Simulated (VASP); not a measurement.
# VH (Fm-3m) in VASP: notebook

Runs on VH. Level: PBEsol. Tasks: single point.

Program: VASP 6.6.1. These are calculated values, not measurements. Logs are shortened: lines on timing, memory, paths and dates and some standing lists are left out, and cuts for length are marked.

## 1. The cell of the first run

It takes space group Fm-3m (No. 225, cubic). Conventional cell: a = 3.928 Å, b = 3.928 Å, c = 3.928 Å, α = 90.00°, β = 90.00°, γ = 90.00°. V (site symmetry m-3m) has 6 H at 1.96 Å within 2.6 Å. H (site symmetry m-3m) has 6 V at 1.96 Å within 2.6 Å.

## 2. Single point, PBEsol, collinear spin, ferromagnetic start

Input file INCAR:

```
SYSTEM = VH
  ALGO = Normal
  EDIFF = 1E-6
  ENCUT = 500
  GGA = PS
  GGA_COMPAT = .False.
  ISIF = 2
  ISMEAR = -1
  ISPIN = 2
  LASPH = .True.
  LCHARG = .False.
  LMAXMIX = 4
  LORBIT = 11
  LREAL = .False.
  LWAVE = .False.
  MAGMOM = 1 0
  NBANDS = 18
  NELM = 200
  PREC = Accurate
  SIGMA = 0.1
```

Input file KPOINTS:

```
k-points
0
Gamma
  11 11 11
  0 0 0
```

Input file POSCAR:

```
VH
1.0
    0.0000000000      1.9637535800      1.9637535800
    1.9637535800      0.0000000000      1.9637535800
    1.9637535800      1.9637535800      0.0000000000
V H
1 1
Direct
    0.0000000000      0.0000000000      0.0000000000
    0.5000000000      0.5000000000      0.5000000000
```

Potentials or basis: VASP PAW PBE potentials, release 64 (V_sv, H).

Launch:

```
$ cat potpaw_PBE.64/V_sv/POTCAR potpaw_PBE.64/H/POTCAR > POTCAR
$ mpirun -np 1 vasp_std > vasp.out
```

OUTCAR:

```text
SYSTEM = VH
   EDIFF = 1E-6
   ENCUT = 500
   GGA = PS
   ISIF = 2
   ISMEAR = -1
   ISPIN = 2
   LASPH = .True.
   LORBIT = 11
   LREAL = .False.
   NELM = 200
   PREC = Accurate

 ion  position               nearest neighbor table
   1  0.000  0.000  0.000-
   2  0.500  0.500  0.500-

  LATTYP: Found a face centered cubic cell.
 ALAT       =     3.9275071600

  Lattice vectors:

 A1 = (   0.0000000000,   1.9637535800,   1.9637535800)
 A2 = (   1.9637535800,   0.0000000000,   1.9637535800)
 A3 = (   1.9637535800,   1.9637535800,   0.0000000000)

Analysis of symmetry for initial positions (statically):
=====================================================================
 Subroutine PRICEL returns:
 Original cell was already a primitive cell.

 Routine SETGRP: Setting up the symmetry group for a
 face centered cubic supercell.

 Subroutine GETGRP returns: Found 48 space group operations
 (whereof 48 operations were pure point group operations)
 out of a pool of 48 trial point group operations.

The static configuration has the point symmetry O_h .

Analysis of symmetry for dynamics (positions and initial velocities):
=====================================================================
 Subroutine PRICEL returns:
 Original cell was already a primitive cell.

 Routine SETGRP: Setting up the symmetry group for a
 face centered cubic supercell.

 Subroutine GETGRP returns: Found 48 space group operations
 (whereof 48 operations were pure point group operations)
 out of a pool of 48 trial point group operations.

The dynamic configuration has the point symmetry O_h .

Analysis of structural, dynamic, and magnetic symmetry:
=====================================================================
 Subroutine PRICEL returns:
 Original cell was already a primitive cell.

 Routine SETGRP: Setting up the symmetry group for a
 face centered cubic supercell.

 Subroutine GETGRP returns: Found 48 space group operations
 (whereof 48 operations were pure point group operations)
 out of a pool of 48 trial point group operations.

The overall configuration has the point symmetry O_h .

 Subroutine INISYM returns: Found 48 space group operations
 (whereof 48 operations are pure point group operations),
 and found     1 'primitive' translations

----------------------------------------------------------------------------------------

                                     Primitive cell

  volume of cell :      15.1458

  direct lattice vectors                    reciprocal lattice vectors
     0.000000000  1.963753580  1.963753580    -0.254614431  0.254614431  0.254614431
     1.963753580  0.000000000  1.963753580     0.254614431 -0.254614431  0.254614431
     1.963753580  1.963753580  0.000000000     0.254614431  0.254614431 -0.254614431

  length of vectors
     2.777166946  2.777166946  2.777166946     0.441005130  0.441005130  0.441005130

  position of ions in fractional coordinates (direct lattice)
     0.000000000  0.000000000  0.000000000
     0.500000000  0.500000000  0.500000000

  ion indices of the primitive-cell ions
   primitive index   ion index
                 1           1
                 2           2

----------------------------------------------------------------------------------------

 KPOINTS: k-points

Automatic generation of k-mesh.
 Grid dimensions read from file:
 generate k-points for:   11   11   11

 Generating k-lattice:

  Cartesian coordinates                     Fractional coordinates (reciprocal lattice)
    -0.023146766  0.023146766  0.023146766     0.090909091  0.000000000  0.000000000
     0.023146766 -0.023146766  0.023146766     0.000000000  0.090909091  0.000000000
     0.023146766  0.023146766 -0.023146766     0.000000000  0.000000000  0.090909091

  Length of vectors
     0.040091375  0.040091375  0.040091375

  Shift w.r.t. Gamma in fractional coordinates (k-lattice)
     0.000000000  0.000000000  0.000000000

 Subroutine IBZKPT returns following result:
 ===========================================

 Found     56 irreducible k-points:

 Following reciprocal coordinates:
            Coordinates               Weight
  0.000000  0.000000  0.000000      1.000000
  0.090909  0.000000  0.000000      8.000000
  0.181818  0.000000  0.000000      8.000000
  0.272727  0.000000  0.000000      8.000000
  0.363636  0.000000  0.000000      8.000000
  0.454545  0.000000  0.000000      8.000000
[... 16 lines left out ...]
 -0.272727  0.181818  0.000000     24.000000
 -0.181818  0.181818  0.000000     12.000000
 [... further k-points ...]
   k-points           NKPTS =     56   k-points in BZ     NKDIM =     56   number of bands    NBANDS=     18
   number of dos      NEDOS =    301   number of ions     NIONS =      2
   total plane-waves  NPLWV =   8000
   dimension x,y,z NGX =    20 NGY =   20 NGZ =   20
   dimension x,y,z NGXF=    40 NGYF=   40 NGZF=   40
   ions per type =               1   1
   NGX,Y,Z   is equivalent  to a cutoff of  11.97, 11.97, 11.97 a.u.
   NGXF,Y,Z  is equivalent  to a cutoff of  23.94, 23.94, 23.94 a.u.
 SYSTEM =  VH
   PREC   = accura    normal or accurate (medium, high low for compatibility)
   ISTART =      0    job   : 0-new  1-cont  2-samecut
   ICHARG =      2    charge: 1-file 2-atom 10-const
   ISPIN  =      2    spin polarized calculation?
   LNONCOLLINEAR =      F non collinear calculations
   LSORBIT =      F    spin-orbit coupling
   LASPH  =      T    aspherical Exc in radial PAW
   ENCUT  =  500.0 eV  36.75 Ry    6.06 a.u.   5.06  5.06  5.06*2*pi/ulx,y,z
   NELM   =    200;   NELMIN=  2; NELMDL= -5     # of ELM steps
   EDIFF  = 0.1E-05   stopping-criterion for ELM
   LREAL  =      F    real-space projection
[... 7 lines left out ...]
   TEBEG  =    0.0;   TEEND  =   0.0 temperature during run
   PSTRESS=    0.0 pullay stress
   NELECT =      14.0000    total number of electrons
   NUPDOWN=      -1.0000    fix difference up-down
   EMIN   =  10.00;   EMAX   =-10.00  energy-range for DOS
   EFERMI =   0.00;   METHOD = LEGACY
   ISMEAR =    -1;   SIGMA  =   0.10  broadening in eV -4-tet -1-fermi 0-gaus
   EFERMI_NEDOS =   21; number of points for ismear=-14 and -15
   IALGO  =     38    algorithm
   IMIX   =      4    mixing-type and parameters
     AMIX     =   0.40;   BMIX     =  1.00
     AMIX_MAG =   1.60;   BMIX_MAG =  1.00
  volume/ion in A,a.u.               =       7.57        51.10
  Fermi-wavevector in a.u.,A,eV,Ry     =   1.594730  3.013603 34.601848  2.543164
  Thomas-Fermi vector in A             =   2.692759
   LORBIT       =     11    0 simple, 1 ext, 2 COOP (PROOUT), +10 PAW based schemes
   GGA     = PS    functional components
   LHFCALC =     F    Hartree Fock is set to
   AEXX    =    0.0000 exact exchange contribution
   IVDW    =     0    specifies the selected vdW correction
   LEPSILON=     F    determine dielectric tensor
   LRPA    =     F    only Hartree local field effects (RPA)
 spin polarized calculation
  energy-cutoff  :      500.00
  volume of cell :       15.15
 maximum number of plane-waves:       391
   NGX = 11   NGY = 11   NGZ = 11

 number of electron      13.9999998 magnetization      -0.0001609

 number of electron      13.9999998 magnetization       0.0000367

 Free energy of the ion-electron system (eV)
  ---------------------------------------------------
  ext. energy  EPLUGINS =         0.00000000
  ---------------------------------------------------
  free energy    TOTEN  =       -13.40612357 eV

  energy without entropy =      -13.35462396  energy(sigma->0) =      -13.38037377

 E-fermi :   9.7916     XC(G=0): -13.1125

 val. band max:        9.7863613160   @ k =   0.2727   0.0000   0.0000
 cond. band min:       9.7958097697   @ k =   0.3636   0.0909   0.0000
 fundamental gap:      0.0094484537
 Fermi energy:         9.7916496252

 spin component 1

 k-point     1 :       0.0000    0.0000    0.0000
  band No.  band energies     occupation
      1     -54.0930      1.00000
      2     -27.6852      1.00000
      3     -27.6852      1.00000
      4     -27.6852      1.00000
      5      -0.7344      1.00000
      6       9.7224      0.66650
[... 10 lines left out ...]
     17      35.2792      0.00000
     18      35.2792      0.00000

 k-point     2 :       0.0909    0.0000    0.0000
  band No.  band energies     occupation
      1     -54.0831      1.00000
      2     -27.7414      1.00000
      3     -27.6918      1.00000
      4     -27.6918      1.00000
      5      -0.4732      1.00000
      6       9.5506      0.91766
[... 10 lines left out ...]
     17      35.1659      0.00000
     18      35.6654      0.00000
[... 442 lines left out ...]
 k-point    24 :      -0.1818    0.1818    0.0000
  band No.  band energies     occupation
      1     -54.0101      1.00000
      2     -28.0637      1.00000
      3     -27.8361      1.00000
      4     -27.7259      1.00000
      5       1.6787      1.00000
      6       8.6145      0.99999
[... 10 lines left out ...]
     17      36.5260      0.00000
     18      37.9014      0.00000

 [... further k-points ...]

 spin component 2

 k-point     1 :       0.0000    0.0000    0.0000
  band No.  band energies     occupation
      1     -54.0929      1.00000
      2     -27.6852      1.00000
      3     -27.6852      1.00000
      4     -27.6852      1.00000
      5      -0.7344      1.00000
      6       9.7224      0.66649
[... 10 lines left out ...]
     17      35.2792      0.00000
     18      35.2792      0.00000

 k-point     2 :       0.0909    0.0000    0.0000
  band No.  band energies     occupation
      1     -54.0831      1.00000
      2     -27.7414      1.00000
      3     -27.6918      1.00000
      4     -27.6918      1.00000
      5      -0.4732      1.00000
      6       9.5506      0.91765
[... 10 lines left out ...]
     17      35.1659      0.00000
     18      35.6654      0.00000
[... 442 lines left out ...]
 k-point    24 :      -0.1818    0.1818    0.0000
  band No.  band energies     occupation
      1     -54.0101      1.00000
      2     -28.0638      1.00000
      3     -27.8361      1.00000
      4     -27.7259      1.00000
      5       1.6787      1.00000
      6       8.6146      0.99999
[... 10 lines left out ...]
     17      36.5260      0.00000
     18      37.9014      0.00000

 [... further k-points ...]

------------------------ aborting loop because EDIFF is reached ----------------------------------------

  FORCE on cell =-STRESS in cart. coord.  units (eV):
  Direction    XX          YY          ZZ          XY          YZ          ZX
  --------------------------------------------------------------------------------------
  -------------------------------------------------------------------------------------
  Total       -0.3757513     -0.3757513     -0.3757513     -0.0000000      0.0000000     -0.0000000
  in kB      -39.7484402    -39.7484402    -39.7484402     -0.0000000      0.0000000     -0.0000000
  external PRESSURE =     -39.7484402 kB  Pullay stress =       0.0000000 kB

 VOLUME and BASIS-vectors are now :
 -----------------------------------------------------------------------------
  energy-cutoff  :      500.00
  volume of cell :       15.15
      direct lattice vectors                 reciprocal lattice vectors
     0.000000000  1.963753580  1.963753580    -0.254614431  0.254614431  0.254614431
     1.963753580  0.000000000  1.963753580     0.254614431 -0.254614431  0.254614431
     1.963753580  1.963753580  0.000000000     0.254614431  0.254614431 -0.254614431

 POSITION                                       TOTAL-FORCE (eV/Angst)
 -----------------------------------------------------------------------------------
      0.00000      0.00000      0.00000        -0.000000      0.000000     -0.000000
      1.96375      1.96375      1.96375         0.000000     -0.000000      0.000000
 -----------------------------------------------------------------------------------
    total drift:                               -0.000000     -0.000000     -0.000000

  FREE ENERGIE OF THE ION-ELECTRON SYSTEM (eV)
  ---------------------------------------------------
  free  energy   TOTEN  =       -13.4061235653 eV

  energy  without entropy=      -13.3546239649  energy(sigma->0) =      -13.38037377

 total charge

# of ion       s       p       d       tot
------------------------------------------
    1        2.273   6.241   3.145  11.658
    2        0.534   0.031   0.000   0.565
--------------------------------------------------
tot          2.806   6.272   3.145  12.223

 magnetization (x)

# of ion       s       p       d       tot
------------------------------------------
    1       -0.000   0.000   0.000   0.000
    2       -0.000   0.000   0.000  -0.000
--------------------------------------------------
tot         -0.000   0.000   0.000   0.000
```

Run time: 35 s. Hardware: 1 thread of AMD EPYC 7R43 (Zen 3), shared host; peak memory 0.11 GiB.

Results:

| Property | Result |
| --- | --- |
| Free energy | -13.4061 eV |
| Pressure | -4.0 GPa |
| Band gap on the k mesh | zero (filled and empty bands overlap) |
| Net moment | 0.00 μB per cell |
| Valence electrons inside the program's atomic spheres | V 11.66; H 0.56 |

Caveat: the cell stands under tension; the PAW data sets were made with another functional, which shifts forces and pressure a little.

## 3. Single point, PBEsol, collinear spin, ferromagnetic start

Input file INCAR:

```
PREC = Accurate ; ENCUT = 500
EDIFF = 1E-6 ; ISMEAR = -1
SIGMA = 0.1 ; LREAL = False
LASPH = True ; NELM = 200
ALGO = Normal ; ISIF = 2
LWAVE = False ; LCHARG = False
ISPIN = 2 ; MAGMOM = 1 0
LORBIT = 11 ; LMAXMIX = 4
GGA = PS ; NBANDS = 18
GGA_COMPAT = False
```

Input file KPOINTS:

```
regular mesh
0
Gamma
  11 11 11
```

POSCAR is that of step 2.

Potentials or basis: VASP PAW PBE potentials, release 64 (V_sv, H).

Launch:

```
$ cat potpaw_PBE.64/V_sv/POTCAR potpaw_PBE.64/H/POTCAR > POTCAR
$ mpirun -np 1 vasp_std > vasp.out
```

Run time: 46 s. Hardware: 1 thread of AMD EPYC 7R43 (Zen 3), shared host; peak memory 0.11 GiB.

Results (log left out):

| Property | Result |
| --- | --- |
| Free energy | -13.4061 eV |
| Pressure | -4.0 GPa |
| Band gap on the k mesh | zero (filled and empty bands overlap) |
| Net moment | 0.00 μB per cell |
| Valence electrons inside the program's atomic spheres | V 11.66; H 0.56 |

Levels at points of the mesh, in eV from the Fermi level:
Spin up:
```tsv
k point	band 5	band 6	band 7	band 8	band 9	band 10
(0.00, 0.00, 0.00)	-10.53	-0.07	-0.07	-0.07	1.42	1.42
```
Spin down:
```tsv
k point	band 5	band 6	band 7	band 8	band 9	band 10
(0.00, 0.00, 0.00)	-10.53	-0.07	-0.07	-0.07	1.42	1.42
```

Caveat: the cell stands under tension; the PAW data sets were made with another functional, which shifts forces and pressure a little.
